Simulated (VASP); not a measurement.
# RbCd (Pm-3m) in VASP: notebook

The runs below take RbCd through single point, with PBE.

Program: VASP 6.6.1. These are calculated values, not measurements. Logs are shortened: lines on timing, memory, paths and dates and some standing lists are left out, and cuts for length are marked.

## Step 1: The cell of the first run

Symmetry: Pm-3m, No. 221, cubic system. Conventional cell: a = 4.552 Å, b = 4.552 Å, c = 4.552 Å, α = 90.00°, β = 90.00°, γ = 90.00°. Within 5.2 Å of Rb (site symmetry m-3m) lie 8 Cd at 3.94 Å and 6 Rb at 4.55 Å. Within 5.2 Å of Cd (site symmetry m-3m) lie 8 Rb at 3.94 Å and 6 Cd at 4.55 Å.

## Step 2: Single point, PBE

The input, INCAR:

```
  PREC = Accurate
  ENCUT = 500
  EDIFF = 1E-6
  ISMEAR = 0
  SIGMA = 0.1
  LREAL = False
  LASPH = True
  NELM = 120
  ALGO = Normal
  ISIF = 2
  LWAVE = False
  LCHARG = False
  GGA = PE
  NBANDS = 18
  GGA_COMPAT = False
```

The input, KPOINTS:

```
Automatic mesh
0
Gamma
  12 12 12
```

The input, POSCAR:

```
RbCd
1.0
    4.5517563966      0.0000000000      0.0000000000
    0.0000000000      4.5517563966      0.0000000000
    0.0000000000      0.0000000000      4.5517563966
Rb Cd
1 1
Direct
    0.5000000000      0.5000000000      0.5000000000
    0.0000000000      0.0000000000      0.0000000000
```

Potentials or basis: VASP PAW PBE potentials, release 64 (Rb_sv, Cd).

On the command line:

```
$ cat potpaw_PBE.64/Rb_sv/POTCAR potpaw_PBE.64/Cd/POTCAR > POTCAR
$ mpirun -np 1 vasp_std > vasp.out
```

OUTCAR:

```text
PREC = Accurate
   ENCUT = 500
   EDIFF = 1E-6
   ISMEAR = 0
   LREAL = False
   LASPH = True
   NELM = 120
   ISIF = 2
   GGA = PE

 ion  position               nearest neighbor table
   1  0.500  0.500  0.500-   2 3.94   2 3.94   2 3.94   2 3.94   2 3.94   2 3.94   2 3.94   2 3.94

   2  0.000  0.000  0.000-   1 3.94   1 3.94   1 3.94   1 3.94   1 3.94   1 3.94   1 3.94   1 3.94

  LATTYP: Found a simple cubic cell.
 ALAT       =     4.5517563966

  Lattice vectors:

 A1 = (   4.5517563966,   0.0000000000,   0.0000000000)
 A2 = (   0.0000000000,   4.5517563966,   0.0000000000)
 A3 = (   0.0000000000,   0.0000000000,   4.5517563966)

Analysis of symmetry for initial positions (statically):
=====================================================================
 Subroutine PRICEL returns:
 Original cell was already a primitive cell.

 Routine SETGRP: Setting up the symmetry group for a
 simple cubic supercell.

 Subroutine GETGRP returns: Found 48 space group operations
 (whereof 48 operations were pure point group operations)
 out of a pool of 48 trial point group operations.

The static configuration has the point symmetry O_h .

Analysis of symmetry for dynamics (positions and initial velocities):
=====================================================================
 Subroutine PRICEL returns:
 Original cell was already a primitive cell.

 Routine SETGRP: Setting up the symmetry group for a
 simple cubic supercell.

 Subroutine GETGRP returns: Found 48 space group operations
 (whereof 48 operations were pure point group operations)
 out of a pool of 48 trial point group operations.

The dynamic configuration has the point symmetry O_h .

 Subroutine INISYM returns: Found 48 space group operations
 (whereof 48 operations are pure point group operations),
 and found     1 'primitive' translations

----------------------------------------------------------------------------------------

                                     Primitive cell

  volume of cell :      94.3055

  direct lattice vectors                    reciprocal lattice vectors
     4.551756397  0.000000000  0.000000000     0.219695413  0.000000000  0.000000000
     0.000000000  4.551756397  0.000000000     0.000000000  0.219695413  0.000000000
     0.000000000  0.000000000  4.551756397     0.000000000  0.000000000  0.219695413

  length of vectors
     4.551756397  4.551756397  4.551756397     0.219695413  0.219695413  0.219695413

  position of ions in fractional coordinates (direct lattice)
     0.500000000  0.500000000  0.500000000
     0.000000000  0.000000000  0.000000000

  ion indices of the primitive-cell ions
   primitive index   ion index
                 1           1
                 2           2

----------------------------------------------------------------------------------------

 KPOINTS: Automatic mesh

Automatic generation of k-mesh.
 Grid dimensions read from file:
 generate k-points for:   12   12   12

 Generating k-lattice:

  Cartesian coordinates                     Fractional coordinates (reciprocal lattice)
     0.018307951  0.000000000  0.000000000     0.083333333  0.000000000  0.000000000
     0.000000000  0.018307951  0.000000000     0.000000000  0.083333333  0.000000000
     0.000000000  0.000000000  0.018307951     0.000000000  0.000000000  0.083333333

  Length of vectors
     0.018307951  0.018307951  0.018307951

  Shift w.r.t. Gamma in fractional coordinates (k-lattice)
     0.000000000  0.000000000  0.000000000

 Subroutine IBZKPT returns following result:
 ===========================================

 Found     84 irreducible k-points:

 Following reciprocal coordinates:
            Coordinates               Weight
  0.000000  0.000000  0.000000      1.000000
  0.083333  0.000000  0.000000      6.000000
  0.166667  0.000000  0.000000      6.000000
  0.250000  0.000000  0.000000      6.000000
  0.333333  0.000000  0.000000      6.000000
  0.416667  0.000000  0.000000      6.000000
[... 16 lines left out ...]
  0.333333  0.333333  0.000000     12.000000
  0.416667  0.333333  0.000000     24.000000
 [... further k-points ...]
   k-points           NKPTS =     84   k-points in BZ     NKDIM =     84   number of bands    NBANDS=     18
   number of dos      NEDOS =    301   number of ions     NIONS =      2
   total plane-waves  NPLWV =  46656
   dimension x,y,z NGX =    36 NGY =   36 NGZ =   36
   dimension x,y,z NGXF=    72 NGYF=   72 NGZF=   72
   ions per type =               1   1
   NGX,Y,Z   is equivalent  to a cutoff of  13.15, 13.15, 13.15 a.u.
   NGXF,Y,Z  is equivalent  to a cutoff of  26.30, 26.30, 26.30 a.u.
 SYSTEM =  unknown system
   PREC   = accura    normal or accurate (medium, high low for compatibility)
   ISTART =      0    job   : 0-new  1-cont  2-samecut
   ICHARG =      2    charge: 1-file 2-atom 10-const
   ISPIN  =      1    spin polarized calculation?
   LNONCOLLINEAR =      F non collinear calculations
   LSORBIT =      F    spin-orbit coupling
   LASPH  =      T    aspherical Exc in radial PAW
   ENCUT  =  500.0 eV  36.75 Ry    6.06 a.u.   8.30  8.30  8.30*2*pi/ulx,y,z
   NELM   =    120;   NELMIN=  2; NELMDL= -5     # of ELM steps
   EDIFF  = 0.1E-05   stopping-criterion for ELM
   LREAL  =      F    real-space projection
   EDIFFG = 0.1E-04   stopping-criterion for IOM
   NSW    =      0    number of steps for IOM
   IBRION =     -1    ionic relax: 0-MD 1-quasi-New 2-CG
   NFREE  =      0    steps in history (QN), initial steepest desc. (CG)
   ISIF   =      2    stress and relaxation
   ISYM   =      2    0-nonsym 1-usesym 2-fastsym
   POTIM  = 0.5000    time-step for ionic-motion
   TEBEG  =    0.0;   TEEND  =   0.0 temperature during run
   PSTRESS=    0.0 pullay stress
   NELECT =      21.0000    total number of electrons
   NUPDOWN=      -1.0000    fix difference up-down
   EMIN   =  10.00;   EMAX   =-10.00  energy-range for DOS
   EFERMI =   0.00;   METHOD = LEGACY
   ISMEAR =     0;   SIGMA  =   0.10  broadening in eV -4-tet -1-fermi 0-gaus
   EFERMI_NEDOS =   21; number of points for ismear=-14 and -15
   IALGO  =     38    algorithm
   IMIX   =      4    mixing-type and parameters
     AMIX     =   0.40;   BMIX     =  1.00
     AMIX_MAG =   1.60;   BMIX_MAG =  1.00
  volume/ion in A,a.u.               =      47.15       318.20
  Fermi-wavevector in a.u.,A,eV,Ry     =   0.992283  1.875143 13.396646  0.984626
  Thomas-Fermi vector in A             =   2.124084
   LORBIT       =      0    0 simple, 1 ext, 2 COOP (PROOUT), +10 PAW based schemes
   GGA     = PE    functional components
   LHFCALC =     F    Hartree Fock is set to
   AEXX    =    0.0000 exact exchange contribution
   IVDW    =     0    specifies the selected vdW correction
   LEPSILON=     F    determine dielectric tensor
   LRPA    =     F    only Hartree local field effects (RPA)
 non-spin polarized calculation
 Gauss-broadening in eV      SIGMA  =   0.10
  energy-cutoff  :      500.00
  volume of cell :       94.31
 maximum number of plane-waves:      2440
 NGX is ok and might be reduce to    36
   NGX = 17   NGY = 17   NGZ = 17

 number of electron      20.9999994 magnetization

 Free energy of the ion-electron system (eV)
  ---------------------------------------------------
  ext. energy  EPLUGINS =         0.00000000
  ---------------------------------------------------
  free energy    TOTEN  =        -1.62794115 eV

  energy without entropy =       -1.61937253  energy(sigma->0) =       -1.62365684

 E-fermi :   0.7984     XC(G=0):  -7.3374

 val. band max:        0.7707416854   @ k =   0.3333   0.2500   0.0833
 cond. band min:       0.8282394096   @ k =   0.5000   0.3333   0.3333
 fundamental gap:      0.0574977243
 Fermi energy:         0.7983915382

 k-point     1 :       0.0000    0.0000    0.0000
  band No.  band energies     occupation
      1     -27.4813      2.00000
      2     -11.5362      2.00000
      3     -11.5362      2.00000
      4     -11.5362      2.00000
      5      -8.1398      2.00000
      6      -8.1398      2.00000
[... 10 lines left out ...]
     17       7.1031      0.00000
     18       7.1031      0.00000

 k-point     2 :       0.0833    0.0000    0.0000
  band No.  band energies     occupation
      1     -27.4809      2.00000
      2     -11.5477      2.00000
      3     -11.5355      2.00000
      4     -11.5355      2.00000
      5      -8.1394      2.00000
      6      -8.1359      2.00000
[... 10 lines left out ...]
     17       7.1161      0.00000
     18       7.1264      0.00000

 k-point     3 :       0.1667    0.0000    0.0000
  band No.  band energies     occupation
      1     -27.4798      2.00000
      2     -11.5787      2.00000
      3     -11.5335      2.00000
      4     -11.5335      2.00000
      5      -8.1386      2.00000
      6      -8.1253      2.00000
[... 10 lines left out ...]
     17       7.1566      0.00000
     18       7.2145      0.00000

 k-point     4 :       0.2500    0.0000    0.0000
  band No.  band energies     occupation
      1     -27.4784      2.00000
      2     -11.6204      2.00000
      3     -11.5308      2.00000
      4     -11.5308      2.00000
      5      -8.1373      2.00000
      6      -8.1109      2.00000
[... 375 lines left out ...]
      4     -11.5162      2.00000
      5      -8.1190      2.00000
      6      -8.1183      2.00000
[... 10 lines left out ...]
     17       6.6018      0.00000
     18       7.4611      0.00000

 k-point    23 :       0.3333    0.3333    0.0000
  band No.  band energies     occupation
      1     -27.4727      2.00000
      2     -11.6448      2.00000
      3     -11.6362      2.00000
      4     -11.5158      2.00000
      5      -8.1203      2.00000
      6      -8.1164      2.00000
[... 10 lines left out ...]
     17       6.9684      0.00000
     18       7.4523      0.00000

 k-point    24 :       0.4167    0.3333    0.0000
  band No.  band energies     occupation
      1     -27.4717      2.00000
      2     -11.6674      2.00000
      3     -11.6352      2.00000
      4     -11.5128      2.00000
      5      -8.1252      2.00000
      6      -8.1145      2.00000
[... 10 lines left out ...]
     17       6.9517      0.00000
     18       6.9967      0.00000

 [... further k-points ...]
[... 5 lines left out ...]
  --------------------------------------------------------------------------------------
  -------------------------------------------------------------------------------------
  Total        0.0190480      0.0190480      0.0190480      0.0000000      0.0000000      0.0000000
  in kB        0.3236114      0.3236114      0.3236114      0.0000000      0.0000000      0.0000000
  external PRESSURE =       0.3236114 kB  Pullay stress =       0.0000000 kB

 VOLUME and BASIS-vectors are now :
 -----------------------------------------------------------------------------
  energy-cutoff  :      500.00
  volume of cell :       94.31
      direct lattice vectors                 reciprocal lattice vectors
     4.551756397  0.000000000  0.000000000     0.219695413  0.000000000  0.000000000
     0.000000000  4.551756397  0.000000000     0.000000000  0.219695413  0.000000000
     0.000000000  0.000000000  4.551756397     0.000000000  0.000000000  0.219695413

 POSITION                                       TOTAL-FORCE (eV/Angst)
 -----------------------------------------------------------------------------------
      2.27588      2.27588      2.27588         0.000000      0.000000      0.000000
      0.00000      0.00000      0.00000         0.000000      0.000000      0.000000
 -----------------------------------------------------------------------------------
    total drift:                                0.000000      0.000000      0.000000

  FREE ENERGIE OF THE ION-ELECTRON SYSTEM (eV)
  ---------------------------------------------------
  free  energy   TOTEN  =        -1.6279411487 eV

  energy  without entropy=       -1.6193725343  energy(sigma->0) =       -1.62365684
```

It took 78 s on 1 thread of Intel Xeon 6975P-C, shared host; peak memory 0.29 GiB.

What came out:

```
Free energy : -1.6279 eV
Pressure    : 0.0 GPa
```

Levels at points of the mesh, in eV from the Fermi level:
```
           k point  band 7  band 8  band 9  band 10  band 11  band 12  band 13  band 14
(0.00, 0.00, 0.00)   -8.89   -8.89   -8.89    -4.66     2.53     2.53     3.09     3.09
(0.50, 0.00, 0.00)   -8.90   -8.89   -8.88    -3.41    -1.31     2.68     2.68     3.22
(0.50, 0.50, 0.00)   -8.91   -8.91   -8.85    -3.00     0.28     0.28     1.88     4.38
(0.50, 0.50, 0.50)   -8.91   -8.85   -8.85    -1.94     0.09     0.09     0.09     4.20
```

## Step 3: Single point, PBE (volume scaled by 1.03)

The input, INCAR:

```
SYSTEM = RbCd
PREC     = Accurate       ! precision mode
ENCUT    = 500            ! plane-wave cutoff, eV
EDIFF    = 1E-6           ! SCF threshold, eV
ISMEAR   = 0              ! smearing method
SIGMA    = 0.1            ! smearing width, eV
LREAL    = .False.        ! projectors in reciprocal space
LASPH    = .True.         ! aspherical terms in the spheres
NELM     = 120            ! most SCF steps
ALGO     = Normal         ! electronic algorithm
ISIF     = 2              ! what is computed and relaxed
LWAVE    = .False.        ! write WAVECAR
LCHARG   = .False.        ! write CHGCAR
GGA      = PE             ! functional
NBANDS   = 18             ! bands
GGA_COMPAT= .False.
```

The input, KPOINTS:

```
regular mesh
0
Gamma
  12 12 12
  0 0 0
```

The input, POSCAR:

```
RbCd
1.0
    4.5968262228      0.0000000000      0.0000000000
    0.0000000000      4.5968262228      0.0000000000
    0.0000000000      0.0000000000      4.5968262228
Rb Cd
1 1
Direct
    0.5000000000      0.5000000000      0.5000000000
    0.0000000000      0.0000000000      0.0000000000
```

Potentials or basis: VASP PAW PBE potentials, release 64 (Rb_sv, Cd).

On the command line:

```
$ cat potpaw_PBE.64/Rb_sv/POTCAR potpaw_PBE.64/Cd/POTCAR > POTCAR
$ mpirun -np 1 vasp_std > vasp.out
```

Run time: 85 s. Hardware: 1 thread of Intel Xeon 6975P-C, shared host; peak memory 0.3 GiB.

The run converged. Its results:

```yaml
Free_energy: -1.6268 eV
Pressure: -0.2 GPa
```

Levels at points of the mesh, in eV from the Fermi level:
| k point | band 7 | band 8 | band 9 | band 10 | band 11 | band 12 | band 13 | band 14 |
| --- | --- | --- | --- | --- | --- | --- | --- | --- |
| (0.00, 0.00, 0.00) | -8.89 | -8.89 | -8.89 | -4.60 | 2.52 | 2.52 | 3.02 | 3.02 |
| (0.50, 0.00, 0.00) | -8.89 | -8.88 | -8.88 | -3.40 | -1.28 | 2.64 | 2.64 | 3.20 |
| (0.50, 0.50, 0.00) | -8.90 | -8.90 | -8.85 | -2.98 | 0.27 | 0.27 | 1.84 | 4.28 |
| (0.50, 0.50, 0.50) | -8.90 | -8.85 | -8.85 | -1.98 | 0.12 | 0.12 | 0.12 | 4.09 |

(Continued in part 2 of 2.)
